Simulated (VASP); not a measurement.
# BaTiO3: relaxation of shape and atoms at fixed volume with PBE

BaTiO3:

```xyz
5
Lattice="2.9481 1.7021 2.4446 -2.9481 1.7021 2.4446 0.0000 -3.4041 2.4446" Properties=species:S:1:pos:R:3 pbc="T T T"
Ba    0.0000    0.0000    0.0716
Ti    0.0000    0.0000    3.8538
O     0.0000   -1.6465    4.7511
O    -1.4259    0.8232    4.7511
O     1.4259    0.8232    4.7511
```

| Property | Result |
| --- | --- |
| Program | VASP 6.6.1 |
| Task | relaxation of shape and atoms at fixed volume |
| Functional | PBE |
| Potentials or basis | VASP PAW PBE potentials, release 64 (Ba_sv, Ti_sv, O) |
| Cutoff | 600 eV |
| k mesh | 6 × 6 × 6 |
| Occupations | gaussian, width 0.02 eV |
| Spin | no spin polarisation |
| Dipole correction | no |
| Further INCAR settings | ALGO = Normal; EDIFF = 1e-07; IBRION = 2; EDIFFG = -0.01; NSW = 50; ISIF = 4 |

The energy gained by relaxing is 2.5 meV/atom. The ionic steps are 6. The pressure after relaxing is -6.0 GPa. The largest force after relaxing is 0.006 eV/Å. The band gap on the k mesh is 2.94 eV (least direct gap 3.56 eV).

Forces in eV/Å, atoms in the order of the input:
```
Ba   0.000  0.000  0.006
Ti   0.000  0.000  0.001
O    0.000  0.002 -0.002
O    0.002 -0.001 -0.002
O   -0.002 -0.001 -0.002
```

Step by step:
| step | energy change (eV) | largest force (eV/Å) | pressure (GPa) | volume (Å³) |
| --- | --- | --- | --- | --- |
| 1 | 0.0000 | 0.4274 | -7.79 | 73.60 |
| 2 | -0.0121 | 0.0419 | -6.00 | 73.60 |
| 3 | -0.0121 | 0.0406 | -6.07 | 73.60 |
| 4 | -0.0123 | 0.0350 | -6.05 | 73.60 |
| 5 | -0.0125 | 0.0233 | -5.99 | 73.60 |
| 6 | -0.0125 | 0.0057 | -5.99 | 73.60 |

Final structure:
```
Ba Ti O
1.0
     2.94370    1.69954    2.45189
    -2.94370    1.69954    2.45189
     0.00000   -3.39909    2.45189
Ba Ti O
1 1 3
Cartesian
  0.0000 0.0000 0.0824
  0.0000 0.0000 3.8859
  0.0000 -1.6330 4.7547
  -1.4142 0.8165 4.7547
  1.4142 0.8165 4.7547
```

Levels at points of the mesh, in eV from the valence-band top:
| k point | band 16 | band 17 | band 18 | band 19 | band 20 | band 21 | band 22 | band 23 | band 24 |
| --- | --- | --- | --- | --- | --- | --- | --- | --- | --- |
| (0.00, 0.00, 0.00) | -1.45 | -0.97 | -0.81 | -0.81 | -0.81 | 3.06 | 3.06 | 3.25 | 4.60 |
| (0.50, 0.00, 0.00) | -1.92 | -1.49 | -1.34 | -1.19 | -0.94 | 3.16 | 3.70 | 3.95 | 4.58 |
| (0.50, 0.50, 0.00) | -2.36 | -1.48 | -0.94 | -0.79 | -0.09 | 3.76 | 3.88 | 4.10 | 4.69 |
| (0.50, 0.50, 0.50) | -2.35 | -2.25 | -0.07 | -0.07 | 0.00 | 3.91 | 4.29 | 4.29 | 5.96 |

It took 2.6 min on 1 thread of AMD EPYC 9R45 96-Core Processor (Zen 5), with other jobs on the host, peak memory 0.23 GiB.

Caveat: spin-orbit coupling is left out, which moves the levels of the heavy elements. A k mesh can miss the band edges.
